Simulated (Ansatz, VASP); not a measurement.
**BeS: VASP beside Ansatz**

```
Be S
1.0
     0.00000    2.48199    2.48199
     2.48199    0.00000    2.48199
     2.48199    2.48199    0.00000
Be S
1 1
Direct
  0.00000 0.00000 0.00000
  0.25000 0.25000 0.25000
```

Alike in both runs: task single point; functional r2SCAN; k mesh 8 × 8 × 8; occupations gaussian, width 0.02 eV; no spin polarisation.

|  | VASP | Ansatz |
| --- | --- | --- |
| version | VASP 6.6.1 | Ansatz 0.2.0 |
| potentials or method | VASP PAW PBE potentials, release 64 (Be, S), cutoff 520 eV | scalar-relativistic, plane waves, PAW |
| valence electrons in the cell | 8 | 8 |

```csv
,VASP,Ansatz,Ansatz less VASP
gap on the k mesh at the Fermi level (eV),3.72,3.71,-0.009
least direct gap on the mesh (eV),6.07,6.07,-0.005
pressure (GPa),-4.9,-5.1,-0.21
```

VASP's potentials were made for PBE, not for r2SCAN. With one functional, cell and mesh, what is left measures potentials, basis and numerics.
